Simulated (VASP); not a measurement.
# MgS (Fm-3m) in VASP: single point with r2SCAN

Aim: the single point of MgS with r2SCAN.

All numbers are computed with VASP 6.6.1; they aren't measurements. Logs are shortened: lines on timing, memory, paths and dates and some standing lists are left out, and cuts for length are marked.

### 1 The cell of the first run

Symmetry: Fm-3m, No. 225, cubic system. The conventional cell has a = 5.156 Å, b = 5.156 Å, c = 5.156 Å, α = 90.00°, β = 90.00°, γ = 90.00°. Mg (site symmetry m-3m) has 6 S at 2.58 Å within 3.4 Å. Within 3.4 Å of S (site symmetry m-3m) lie 6 Mg at 2.58 Å.

### 2 Single point, r2SCAN

File POSCAR:

```
MgS
1.0
    0.0000000000      2.5778010000      2.5778010000
    2.5778010000      0.0000000000      2.5778010000
    2.5778010000      2.5778010000      0.0000000000
Mg S
1 1
Direct
    0.0000000000      0.0000000000      0.0000000000
    0.5000000000      0.5000000000      0.5000000000
```

File INCAR.step1:

```
SYSTEM = MgS
PREC = Accurate
ENCUT = 520
ISMEAR = -1
SIGMA = 0.0208
LREAL = .FALSE.
LASPH = .TRUE.
NELM = 100
NBANDS = 11
GGA = PE
ALGO = Normal
EDIFF = 1E-4
LWAVE = .TRUE.
LCHARG = .FALSE.
```

File INCAR.step2:

```
SYSTEM = MgS
PREC = Accurate
ENCUT = 520
EDIFF = 1E-7
ISMEAR = -1
SIGMA = 0.0208
LREAL = .FALSE.
LASPH = .TRUE.
NELM = 100
ALGO = Normal
ISIF = 2
LWAVE = .FALSE.
LCHARG = .TRUE.
METAGGA = R2SCAN
LMIXTAU = .TRUE.
LELF = .TRUE.
LVHAR = .TRUE.
NBANDS = 11
ISTART = 1
```

File KPOINTS:

```
regular mesh
0
G
  9 9 9
  0 0 0
```

Potentials or basis: VASP PAW PBE potentials, release 64 (Mg, S).

Started as:

```
$ cat potpaw_PBE.64/Mg/POTCAR potpaw_PBE.64/S/POTCAR > POTCAR
$ cp INCAR.step1 INCAR
$ mpirun -np 1 vasp_std > vasp.out
$ cp INCAR.step2 INCAR
$ mpirun -np 1 vasp_std > vasp.out
```

OUTCAR:

```text
SYSTEM = MgS
   PREC = Accurate
   ENCUT = 520
   EDIFF = 1E-7
   ISMEAR = -1
   LREAL = .FALSE.
   LASPH = .TRUE.
   NELM = 100
   ISIF = 2
   METAGGA = R2SCAN
   ISTART = 1

 ion  position               nearest neighbor table
   1  0.000  0.000  0.000-   2 2.58   2 2.58   2 2.58   2 2.58   2 2.58   2 2.58
   2  0.500  0.500  0.500-   1 2.58   1 2.58   1 2.58   1 2.58   1 2.58   1 2.58

  LATTYP: Found a face centered cubic cell.
 ALAT       =     5.1556020000

  Lattice vectors:

 A1 = (   0.0000000000,   2.5778010000,   2.5778010000)
 A2 = (   2.5778010000,   0.0000000000,   2.5778010000)
 A3 = (   2.5778010000,   2.5778010000,   0.0000000000)

Analysis of symmetry for initial positions (statically):
=====================================================================
 Subroutine PRICEL returns:
 Original cell was already a primitive cell.

 Routine SETGRP: Setting up the symmetry group for a
 face centered cubic supercell.

 Subroutine GETGRP returns: Found 48 space group operations
 (whereof 48 operations were pure point group operations)
 out of a pool of 48 trial point group operations.

The static configuration has the point symmetry O_h .

Analysis of symmetry for dynamics (positions and initial velocities):
=====================================================================
 Subroutine PRICEL returns:
 Original cell was already a primitive cell.

 Routine SETGRP: Setting up the symmetry group for a
 face centered cubic supercell.

 Subroutine GETGRP returns: Found 48 space group operations
 (whereof 48 operations were pure point group operations)
 out of a pool of 48 trial point group operations.

The dynamic configuration has the point symmetry O_h .

 Subroutine INISYM returns: Found 48 space group operations
 (whereof 48 operations are pure point group operations),
 and found     1 'primitive' translations

----------------------------------------------------------------------------------------

                                     Primitive cell

  volume of cell :      34.2593

  direct lattice vectors                    reciprocal lattice vectors
     0.000000000  2.577801000  2.577801000    -0.193963770  0.193963770  0.193963770
     2.577801000  0.000000000  2.577801000     0.193963770 -0.193963770  0.193963770
     2.577801000  2.577801000  0.000000000     0.193963770  0.193963770 -0.193963770

  length of vectors
     3.645561135  3.645561135  3.645561135     0.335955104  0.335955104  0.335955104

  position of ions in fractional coordinates (direct lattice)
     0.000000000  0.000000000  0.000000000
     0.500000000  0.500000000  0.500000000

  ion indices of the primitive-cell ions
   primitive index   ion index
                 1           1
                 2           2
[... 78 lines left out ...]
   ISIF   =      2    stress and relaxation
   ISYM   =      2    0-nonsym 1-usesym 2-fastsym
   POTIM  = 0.5000    time-step for ionic-motion
   TEBEG  =    0.0;   TEEND  =   0.0 temperature during run
   PSTRESS=    0.0 pullay stress
   NELECT =       8.0000    total number of electrons
   NUPDOWN=      -1.0000    fix difference up-down
   EMIN   =  10.00;   EMAX   =-10.00  energy-range for DOS
   EFERMI =   0.00;   METHOD = LEGACY
   ISMEAR =    -1;   SIGMA  =   0.02  broadening in eV -4-tet -1-fermi 0-gaus
   EFERMI_NEDOS =   21; number of points for ismear=-14 and -15
   IALGO  =     38    algorithm
   IMIX   =      4    mixing-type and parameters
     AMIX     =   0.40;   BMIX     =  1.00
     AMIX_MAG =   1.60;   BMIX_MAG =  1.00
  volume/ion in A,a.u.               =      17.13       115.60
  Fermi-wavevector in a.u.,A,eV,Ry     =   1.008120  1.905070 13.827674  1.016305
  Thomas-Fermi vector in A             =   2.140967
   LORBIT       =      0    0 simple, 1 ext, 2 COOP (PROOUT), +10 PAW based schemes
   METAGGA = R2SCAN    functional components
   LHFCALC =     F    Hartree Fock is set to
   AEXX    =    0.0000 exact exchange contribution
   IVDW    =     0    specifies the selected vdW correction
   LEPSILON=     F    determine dielectric tensor
   LRPA    =     F    only Hartree local field effects (RPA)
 non-spin polarized calculation
  energy-cutoff  :      520.00
  volume of cell :       34.26
 maximum number of plane-waves:       944
   NGX = 13   NGY = 13   NGZ = 13

 number of electron       7.9999999 magnetization

 Free energy of the ion-electron system (eV)
  ---------------------------------------------------
  ext. energy  EPLUGINS =         0.00000000
  ---------------------------------------------------
  free energy    TOTEN  =       -15.50651307 eV

  energy without entropy =      -15.50651307  energy(sigma->0) =      -15.50651307

 E-fermi :   4.2271     XC(G=0): -10.2129

 val. band max:        3.7423501632   @ k =   0.0000   0.0000   0.0000
 cond. band min:       7.3678260771   @ k =   0.4444   0.4444   0.0000
 fundamental gap:      3.6254759139
 Fermi energy:         4.2270668668

 k-point     1 :       0.0000    0.0000    0.0000
  band No.  band energies     occupation
      1      -9.6052      2.00000
      2       3.7423      2.00000
      3       3.7424      2.00000
      4       3.7424      2.00000
      5       8.5943      0.00000
      6      12.2527      0.00000
      7      12.2527      0.00000
      8      12.2527      0.00000
      9      14.7152      0.00000
     10      14.7152      0.00000
     11      17.3626      0.00000
[... 309 lines left out ...]
 k-point    24 :       0.4444    0.4444    0.0000
  band No.  band energies     occupation
      1      -7.8645      2.00000
      2      -0.5713      2.00000
      3       1.9905      2.00000
      4       1.9905      2.00000
      5       7.3678      0.00000
      6       8.6469      0.00000
      7      16.7841      0.00000
      8      17.1908      0.00000
      9      18.0614      0.00000
     10      18.0614      0.00000
     11      21.0411      0.00000

 [... further k-points ...]
[... 5 lines left out ...]
  --------------------------------------------------------------------------------------
  -------------------------------------------------------------------------------------
  Total        0.3914380      0.3914380      0.3914380     -0.0000000     -0.0000000      0.0000000
  in kB       18.3060828     18.3060828     18.3060828     -0.0000000     -0.0000000      0.0000000
  external PRESSURE =      18.3060828 kB  Pullay stress =       0.0000000 kB

 VOLUME and BASIS-vectors are now :
 -----------------------------------------------------------------------------
  energy-cutoff  :      520.00
  volume of cell :       34.26
      direct lattice vectors                 reciprocal lattice vectors
     0.000000000  2.577801000  2.577801000    -0.193963770  0.193963770  0.193963770
     2.577801000  0.000000000  2.577801000     0.193963770 -0.193963770  0.193963770
     2.577801000  2.577801000  0.000000000     0.193963770  0.193963770 -0.193963770

 POSITION                                       TOTAL-FORCE (eV/Angst)
 -----------------------------------------------------------------------------------
      0.00000      0.00000      0.00000         0.000000      0.000000      0.000000
      2.57780      2.57780      2.57780        -0.000000     -0.000000     -0.000000
 -----------------------------------------------------------------------------------
    total drift:                                0.000000      0.000000      0.000000

  FREE ENERGIE OF THE ION-ELECTRON SYSTEM (eV)
  ---------------------------------------------------
  free  energy   TOTEN  =       -15.5065130679 eV

  energy  without entropy=      -15.5065130679  energy(sigma->0) =      -15.50651307
```

Wall time 53 s (1 thread of Intel Xeon Platinum 8488C (Sapphire Rapids), shared host); peak memory 0.17 GiB.

Results:

* Free energy: -15.5065 eV
* Pressure: 1.8 GPa
* Band gap on the k mesh: 3.63 eV, indirect (least direct gap 4.85 eV)

Caveat: the PAW data sets were made with another functional, which shifts forces and pressure a little.
